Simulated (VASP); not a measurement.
# TaTeSe in VASP: further runs

The runs below take TaTeSe through single point, with PBE.

Everything below comes from runs of VASP 6.6.1. Logs are shortened: lines on timing, memory, paths and dates and some standing lists are left out, and cuts for length are marked.

**1. The cell of the first run**

The cell holds a sheet with vacuum, 3 atoms: a = 3.555 Å, b = 3.555 Å, c = 18.000 Å, α = 90.00°, β = 90.00°, γ = 120.00°.

**2. Single point, PBE, collinear spin, ferromagnetic start**

File INCAR:

```
SYSTEM = TaTeSe
PREC = Accurate
ENCUT = 520
EDIFF = 1E-6
ISMEAR = 0
SIGMA = 0.1
LREAL = .FALSE.
LASPH = .TRUE.
NELM = 150
ALGO = Normal
ISIF = 2
LWAVE = .FALSE.
LCHARG = .FALSE.
ISPIN = 2
MAGMOM = 1 0 0
LORBIT = 11
LMAXMIX = 4
LDIPOL = .TRUE.
IDIPOL = 3
DIPOL = 0.5 0.5 0.505
GGA = PE
NBANDS = 22
```

File KPOINTS:

```
Automatic mesh
0
G
  6 6 1
  0 0 0
```

File POSCAR:

```
TaTeSe
1.0
    3.5549374300      0.0000000000      0.0000000000
   -1.7774682000      3.0786656800      0.0000000000
    0.0000000000      0.0000000000     18.0000000000
Ta Te Se
1 1 1
Direct
    0.6666666700      0.3333333300      0.5138582600
    0.3333333300      0.6666666700      0.5967804200
    0.3333333300      0.6666666700      0.4032195800
```

Potentials or basis: VASP PAW PBE potentials, release 64 (Ta_pv, Te, Se).

On the command line:

```sh
$ cat potpaw_PBE.64/Ta_pv/POTCAR potpaw_PBE.64/Te/POTCAR potpaw_PBE.64/Se/POTCAR > POTCAR
$ mpirun -np 1 vasp_std > vasp.out
```

OUTCAR:

```text
SYSTEM = TaTeSe
   PREC = Accurate
   ENCUT = 520
   EDIFF = 1E-6
   ISMEAR = 0
   LREAL = .FALSE.
   LASPH = .TRUE.
   NELM = 150
   ISIF = 2
   ISPIN = 2
   LORBIT = 11
   GGA = PE

 ion  position               nearest neighbor table
   1  0.667  0.333  0.514-   2 2.54   2 2.54   2 2.54   3 2.86   3 2.86   3 2.86
   2  0.333  0.667  0.597-   1 2.54   1 2.54   1 2.54
   3  0.333  0.667  0.403-   1 2.86   1 2.86   1 2.86

  LATTYP: Found a hexagonal cell.
 ALAT       =     3.5549374300
 C/A-ratio  =     5.0633802576

  Lattice vectors:

 A1 = (   3.5549374300,   0.0000000000,   0.0000000000)
 A2 = (  -1.7774682000,   3.0786656800,   0.0000000000)
 A3 = (   0.0000000000,   0.0000000000,  18.0000000000)

Analysis of symmetry for initial positions (statically):
=====================================================================
 Subroutine PRICEL returns:
 Original cell was already a primitive cell.

 Routine SETGRP: Setting up the symmetry group for a
 hexagonal supercell.

 Subroutine GETGRP returns: Found  6 space group operations
 (whereof  6 operations were pure point group operations)
 out of a pool of 24 trial point group operations.

The static configuration has the point symmetry C_3v.

Analysis of symmetry for dynamics (positions and initial velocities):
=====================================================================
 Subroutine PRICEL returns:
 Original cell was already a primitive cell.

 Routine SETGRP: Setting up the symmetry group for a
 hexagonal supercell.

 Subroutine GETGRP returns: Found  6 space group operations
 (whereof  6 operations were pure point group operations)
 out of a pool of 24 trial point group operations.

The dynamic configuration has the point symmetry C_3v.

Analysis of structural, dynamic, and magnetic symmetry:
=====================================================================
 Subroutine PRICEL returns:
 Original cell was already a primitive cell.

 Routine SETGRP: Setting up the symmetry group for a
 hexagonal supercell.

 Subroutine GETGRP returns: Found  6 space group operations
 (whereof  6 operations were pure point group operations)
 out of a pool of 24 trial point group operations.

The overall configuration has the point symmetry C_3v.

 Subroutine INISYM returns: Found  6 space group operations
 (whereof  6 operations are pure point group operations),
 and found     1 'primitive' translations

----------------------------------------------------------------------------------------

                                     Primitive cell

  volume of cell :     197.0003

  direct lattice vectors                    reciprocal lattice vectors
     3.554937430  0.000000000  0.000000000     0.281298903  0.162407974  0.000000000
    -1.777468200  3.078665680  0.000000000     0.000000000  0.324816042  0.000000000
     0.000000000  0.000000000 18.000000000     0.000000000  0.000000000  0.055555556

  length of vectors
     3.554937430  3.554936789 18.000000000     0.324815983  0.324816042  0.055555556

  position of ions in fractional coordinates (direct lattice)
     0.666666670  0.333333330  0.513858260
     0.333333330  0.666666670  0.596780420
     0.333333330  0.666666670  0.403219580

  ion indices of the primitive-cell ions
   primitive index   ion index
                 1           1
                 2           2
                 3           3

----------------------------------------------------------------------------------------

 KPOINTS: Automatic mesh

Automatic generation of k-mesh.
 Grid dimensions read from file:
 generate k-points for:    6    6    1

 Generating k-lattice:

  Cartesian coordinates                     Fractional coordinates (reciprocal lattice)
     0.046883151  0.027067996  0.000000000     0.166666667  0.000000000  0.000000000
     0.000000000  0.054136007  0.000000000     0.000000000  0.166666667  0.000000000
     0.000000000  0.000000000  0.055555556     0.000000000  0.000000000  1.000000000

  Length of vectors
     0.054135997  0.054136007  0.055555556

  Shift w.r.t. Gamma in fractional coordinates (k-lattice)
     0.000000000  0.000000000  0.000000000

 Subroutine IBZKPT returns following result:
 ===========================================

 Found      7 irreducible k-points:

 Following reciprocal coordinates:
            Coordinates               Weight
  0.000000  0.000000  0.000000      1.000000
  0.166667  0.000000  0.000000      6.000000
  0.333333 -0.000000  0.000000      6.000000
  0.500000  0.000000  0.000000      3.000000
  0.166667  0.166667  0.000000      6.000000
  0.333333  0.166667  0.000000     12.000000
  0.333333  0.333333  0.000000      2.000000
   k-points           NKPTS =      7   k-points in BZ     NKDIM =      7   number of bands    NBANDS=     22
   number of dos      NEDOS =    301   number of ions     NIONS =      3
   total plane-waves  NPLWV = 109760
   dimension x,y,z NGX =    28 NGY =   28 NGZ =  140
   dimension x,y,z NGXF=    56 NGYF=   56 NGZF=  280
   ions per type =               1   1   1
   NGX,Y,Z   is equivalent  to a cutoff of  13.09, 13.09, 12.93 a.u.
   NGXF,Y,Z  is equivalent  to a cutoff of  26.19, 26.19, 25.86 a.u.
 SYSTEM =  TaTeSe
   PREC   = accura    normal or accurate (medium, high low for compatibility)
   ISTART =      0    job   : 0-new  1-cont  2-samecut
   ICHARG =      2    charge: 1-file 2-atom 10-const
   ISPIN  =      2    spin polarized calculation?
   LNONCOLLINEAR =      F non collinear calculations
   LSORBIT =      F    spin-orbit coupling
   LASPH  =      T    aspherical Exc in radial PAW
   ENCUT  =  520.0 eV  38.22 Ry    6.18 a.u.   6.61  6.61 33.47*2*pi/ulx,y,z
   NELM   =    150;   NELMIN=  2; NELMDL= -5     # of ELM steps
   EDIFF  = 0.1E-05   stopping-criterion for ELM
   LREAL  =      F    real-space projection
   EDIFFG = 0.1E-04   stopping-criterion for IOM
   NSW    =      0    number of steps for IOM
   IBRION =     -1    ionic relax: 0-MD 1-quasi-New 2-CG
   NFREE  =      0    steps in history (QN), initial steepest desc. (CG)
   ISIF   =      2    stress and relaxation
   ISYM   =      2    0-nonsym 1-usesym 2-fastsym
   POTIM  = 0.5000    time-step for ionic-motion
   TEBEG  =    0.0;   TEEND  =   0.0 temperature during run
   PSTRESS=    0.0 pullay stress
   NELECT =      23.0000    total number of electrons
   NUPDOWN=      -1.0000    fix difference up-down
   EMIN   =  10.00;   EMAX   =-10.00  energy-range for DOS
   EFERMI =   0.00;   METHOD = LEGACY
   ISMEAR =     0;   SIGMA  =   0.10  broadening in eV -4-tet -1-fermi 0-gaus
   EFERMI_NEDOS =   21; number of points for ismear=-14 and -15
   IALGO  =     38    algorithm
   IMIX   =      4    mixing-type and parameters
     AMIX     =   0.40;   BMIX     =  1.00
     AMIX_MAG =   1.60;   BMIX_MAG =  1.00
  volume/ion in A,a.u.               =      65.67       443.14
  Fermi-wavevector in a.u.,A,eV,Ry     =   0.800132  1.512031  8.710608  0.640212
  Thomas-Fermi vector in A             =   1.907369
   LORBIT       =     11    0 simple, 1 ext, 2 COOP (PROOUT), +10 PAW based schemes
   GGA     = PE    functional components
   LHFCALC =     F    Hartree Fock is set to
   AEXX    =    0.0000 exact exchange contribution
   IVDW    =     0    specifies the selected vdW correction
   LEPSILON=     F    determine dielectric tensor
   LRPA    =     F    only Hartree local field effects (RPA)
 spin polarized calculation
 Gauss-broadening in eV      SIGMA  =   0.10
  energy-cutoff  :      520.00
  volume of cell :      197.00
 maximum number of plane-waves:      5339
 NGX is ok and might be reduce to    28
   NGX = 13   NGY = 13   NGZ = 67

 dipolmoment           0.000000      0.000000      0.029747 electrons x Angstroem

 number of electron      23.0000000 magnetization       0.3352648

 dipolmoment           0.000000      0.000000     -0.069355 electrons x Angstroem

 Free energy of the ion-electron system (eV)
  ---------------------------------------------------
  ext. energy  EPLUGINS =         0.00000000
  ---------------------------------------------------
  free energy    TOTEN  =       -18.51287224 eV

  energy without entropy =      -18.49762397  energy(sigma->0) =      -18.50524811

 E-fermi :  -1.2405     XC(G=0):  -4.3442

 val. band max:       -1.2613610003   @ k =   0.1667   0.1667   0.0000
 cond. band min:      -1.1877065092   @ k =   0.3333   0.1667   0.0000
 fundamental gap:      0.0736544912
 Fermi energy:        -1.2405164772

 spin component 1

 k-point     1 :       0.0000    0.0000    0.0000
  band No.  band energies     occupation
      1     -35.8558      1.00000
      2     -35.8219      1.00000
      3     -35.8219      1.00000
      4     -14.5697      1.00000
      5     -13.4165      1.00000
      6      -6.7060      1.00000
[... 14 lines left out ...]
     21       6.1053      0.00000
     22       6.4401      0.00000

 k-point     2 :       0.1667    0.0000    0.0000
  band No.  band energies     occupation
      1     -35.8691      1.00000
      2     -35.8409      1.00000
      3     -35.8312      1.00000
      4     -14.2171      1.00000
      5     -13.2406      1.00000
      6      -6.2728      1.00000
[... 14 lines left out ...]
     21       6.5006      0.00000
     22       6.8824      0.00000

 k-point     3 :       0.3333   -0.0000    0.0000
  band No.  band energies     occupation
      1     -35.9471      1.00000
      2     -35.8498      1.00000
      3     -35.8263      1.00000
      4     -13.4004      1.00000
      5     -12.8054      1.00000
      6      -6.3966      1.00000
[... 14 lines left out ...]
     21       6.0757      0.00000
     22       7.1456      0.00000
[... 51 lines left out ...]
 k-point     6 :       0.3333    0.1667    0.0000
  band No.  band energies     occupation
      1     -35.9668      1.00000
      2     -35.8796      1.00000
      3     -35.8177      1.00000
      4     -12.9629      1.00000
      5     -12.4793      1.00000
      6      -6.7585      1.00000
[... 14 lines left out ...]
     21       7.0430      0.00000
     22       7.4303      0.00000

 k-point     7 :       0.3333    0.3333    0.0000
  band No.  band energies     occupation
      1     -35.9511      1.00000
      2     -35.9202      1.00000
      3     -35.8133      1.00000
      4     -12.7666      1.00000
      5     -12.2576      1.00000
      6      -6.3061      1.00000
[... 14 lines left out ...]
     21       7.8465      0.00000
     22       8.4580      0.00000
 Fermi energy:        -1.2405164772

 spin component 2

 k-point     1 :       0.0000    0.0000    0.0000
  band No.  band energies     occupation
      1     -35.7785      1.00000
      2     -35.7052      1.00000
      3     -35.7052      1.00000
      4     -14.5219      1.00000
      5     -13.3824      1.00000
      6      -6.5954      1.00000
[... 14 lines left out ...]
     21       6.1290      0.00000
     22       6.4508      0.00000

 k-point     2 :       0.1667    0.0000    0.0000
  band No.  band energies     occupation
      1     -35.7737      1.00000
      2     -35.7420      1.00000
      3     -35.7144      1.00000
      4     -14.1715      1.00000
      5     -13.2062      1.00000
      6      -6.1695      1.00000
[... 14 lines left out ...]
     21       6.5287      0.00000
     22       6.9069      0.00000

 k-point     3 :       0.3333   -0.0000    0.0000
  band No.  band energies     occupation
      1     -35.8299      1.00000
      2     -35.7486      1.00000
      3     -35.7327      1.00000
      4     -13.3604      1.00000
      5     -12.7698      1.00000
      6      -6.3142      1.00000
[... 14 lines left out ...]
     21       6.1104      0.00000
     22       7.1804      0.00000
[... 51 lines left out ...]
 k-point     6 :       0.3333    0.1667    0.0000
  band No.  band energies     occupation
      1     -35.8490      1.00000
      2     -35.7624      1.00000
      3     -35.7402      1.00000
      4     -12.9265      1.00000
      5     -12.4430      1.00000
      6      -6.6850      1.00000
[... 14 lines left out ...]
     21       7.0599      0.00000
     22       7.4636      0.00000

 k-point     7 :       0.3333    0.3333    0.0000
  band No.  band energies     occupation
      1     -35.8337      1.00000
      2     -35.8021      1.00000
      3     -35.7361      1.00000
      4     -12.7314      1.00000
      5     -12.2217      1.00000
      6      -6.2537      1.00000
[... 14 lines left out ...]
     21       7.8732      0.00000
     22       8.4891      0.00000

------------------------ aborting loop because EDIFF is reached ----------------------------------------

 vacuum level on the upper side and lower side of the slab       (xc-potential included)        -0.556         0.558

  FORCE on cell =-STRESS in cart. coord.  units (eV):
  Direction    XX          YY          ZZ          XY          YZ          ZX
  --------------------------------------------------------------------------------------
  -------------------------------------------------------------------------------------
  Total        5.2256124      5.2256109      3.0375980      0.0000009      0.0000000      0.0000000
  in kB       42.4992021     42.4991899     24.7043758      0.0000071      0.0000000      0.0000000
  external PRESSURE =      36.5675893 kB  Pullay stress =       0.0000000 kB

 VOLUME and BASIS-vectors are now :
 -----------------------------------------------------------------------------
  energy-cutoff  :      520.00
  volume of cell :      197.00
      direct lattice vectors                 reciprocal lattice vectors
     3.554937430  0.000000000  0.000000000     0.281298903  0.162407974  0.000000000
    -1.777468200  3.078665680  0.000000000     0.000000000  0.324816042  0.000000000
     0.000000000  0.000000000 18.000000000     0.000000000  0.000000000  0.055555556

 POSITION                                       TOTAL-FORCE (eV/Angst)
 -----------------------------------------------------------------------------------
      1.77747      1.02622      9.24945         0.000000     -0.000000     -7.757268
      0.00000      2.05244     10.74205        -0.000000     -0.000000      5.307593
      0.00000      2.05244      7.25795         0.000000      0.000000      2.449675
 -----------------------------------------------------------------------------------
    total drift:                                0.000011      0.000003     -0.000116

  FREE ENERGIE OF THE ION-ELECTRON SYSTEM (eV)
  ---------------------------------------------------
  free  energy   TOTEN  =       -18.5128722420 eV

  energy  without entropy=      -18.4976239695  energy(sigma->0) =      -18.50524811

 vacuum level on the upper side and lower side of the slab         3.235         4.381

 total charge

# of ion       s       p       d       tot
------------------------------------------
    1        0.298   6.168   2.422   8.888
    2        1.373   2.205   0.097   3.675
    3        1.483   2.221   0.027   3.730
--------------------------------------------------
tot          3.154  10.594   2.545  16.293

 magnetization (x)

# of ion       s       p       d       tot
------------------------------------------
    1        0.003   0.005   0.159   0.167
    2        0.000   0.016   0.006   0.022
    3        0.001   0.025   0.000   0.027
--------------------------------------------------
tot          0.004   0.046   0.166   0.216
```

It took 65 s on 1 thread of Intel Xeon 6975P-C (Granite Rapids), shared host; peak memory 0.42 GiB.

What came out:

* Free energy: -18.5129 eV
* Largest force: 7.757 eV/Å
* Net moment: 0.34 μB per cell
* Site moments: Ta +0.17; Te +0.02; Se +0.03 μB
* Valence electrons inside the program's atomic spheres: Ta 8.89; Te 3.67; Se 3.73

Forces on the atoms (eV/Å):
```
Ta   0.000  0.000 -7.757
Te   0.000  0.000  5.308
Se   0.000  0.000  2.450
```

Caveat: spin-orbit coupling is left out, which moves the levels of the heavy elements.

**3. Single point, PBE, collinear spin, ferromagnetic start**

This run uses another cell than the first one, of 114.51 Å³/atom, 1.744 times its volume.

File INCAR:

```
PREC = Accurate
ENCUT = 520
EDIFF = 1E-6
ISMEAR = 0
SIGMA = 0.1
LREAL = False
LASPH = True
NELM = 150
ALGO = Normal
ISIF = 2
LWAVE = False
LCHARG = True
ISPIN = 2
MAGMOM = 1 0 0
LORBIT = 11
LMAXMIX = 4
LDIPOL = True
IDIPOL = 3
DIPOL = 0.5 0.5 0.295
GGA = PE
LELF = True
LVHAR = True
LVACPOTAV = True
NBANDS = 22
```

File KPOINTS:

```
Automatic mesh
0
Gamma
  6 6 1
```

File POSCAR:

```
TaTeSe
1.0
    3.5906488058     -0.0000003003      0.0000000000
   -1.7953241428      3.1095932320      0.0000000000
    0.0000000000      0.0000000000     30.7681902400
Ta Te Se
1 1 1
Direct
    0.6666666667      0.3333333333      0.2917014168
    0.3333333333      0.6666666667      0.3536993645
    0.3333333333      0.6666666667      0.2402362506
```

Potentials or basis: VASP PAW PBE potentials, release 64 (Ta_pv, Te, Se).

On the command line:

```sh
$ cat potpaw_PBE.64/Ta_pv/POTCAR potpaw_PBE.64/Te/POTCAR potpaw_PBE.64/Se/POTCAR > POTCAR
$ mpirun -np 1 vasp_std > vasp.out
```

It took 2.4 min on 1 thread of Intel Xeon 6975P-C (Granite Rapids), shared host; peak memory 0.65 GiB.

It converged, with:

```yaml
Free_energy: -20.1373 eV
Largest_force: 0.035 eV/Å
Net_moment: 0.47 μB per cell
Site_moments: Ta +0.27; Te +0.01; Se +0.02 μB
Valence_electrons_inside_the_program's_atomic_spheres: Ta 8.72; Te 3.44; Se 3.88
```

Forces in eV/Å, atoms in the order of the input:
```
Ta   0.000  0.000 -0.028
Te   0.000  0.000  0.035
Se   0.000  0.000 -0.007
```

Levels at points of the mesh, in eV from the Fermi level:
Spin up:
```
           k point  band 9  band 10  band 11  band 12  band 13  band 14  band 15  band 16
(0.00, 0.00, 0.00)   -1.81    -0.58    -0.58     0.48     2.90     2.90     3.29     3.29
(0.50, 0.00, 0.00)   -2.60    -1.54    -0.73    -0.59     2.45     2.66     3.20     4.14
```
Spin down:
```tsv
k point	band 8	band 9	band 10	band 11	band 12	band 13	band 14	band 15
(0.00, 0.00, 0.00)	-2.09	-1.77	-0.45	-0.45	0.71	3.00	3.00	3.41
(0.50, 0.00, 0.00)	-3.46	-2.53	-1.49	-0.68	-0.30	2.75	2.93	3.36
```

Caveat: spin-orbit coupling is left out, which moves the levels of the heavy elements.
